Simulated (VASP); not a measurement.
Here is a VASP 6.6.1 calculation.

File INCAR:

```
SYSTEM = Zn
PREC = Accurate ; ENCUT = 600
EDIFF = 1E-6 ; ISMEAR = -1
SIGMA = 0.1 ; LREAL = .False.
LASPH = .True. ; NELM = 80
ALGO = Normal ; ISIF = 3
LWAVE = .False. ; LCHARG = .False.
GGA = CA ; IBRION = 2
NSW = 80 ; EDIFFG = -0.01
```

KPOINTS

```
Automatic mesh
0
Gamma
  5 5 5
  0 0 0
```

The input POSCAR:

```
Zn
1.0
    4.9553948694      0.0000000000      0.0000000000
    0.0000000000      4.9553948694      0.0000000000
    0.0000000000      0.0000000000      4.9553948694
Zn
8
Direct
    0.0000000000      0.0000000000      0.0000000000
    0.5000000000      0.5000000000      0.5000000000
    0.2500000000      0.0000000000      0.5000000000
    0.7500000000      0.0000000000      0.5000000000
    0.5000000000      0.2500000000      0.0000000000
    0.5000000000      0.7500000000      0.0000000000
    0.0000000000      0.5000000000      0.2500000000
    0.0000000000      0.5000000000      0.7500000000
```

Potentials or basis: VASP PAW LDA potentials, release 64 (Zn).

Command:

```sh
$ cat potpaw_LDA.64/Zn/POTCAR > POTCAR
$ mpirun -np 1 vasp_std > vasp.out
```

(1) What does it give for the relaxed volume?

(2) Estimate the band gap on the k mesh.

Answers

(1) 13.75 Å³/atom.

(2) zero (band 48 reaches 5.57 eV, above the bottom of band 49 at 2.78 eV).
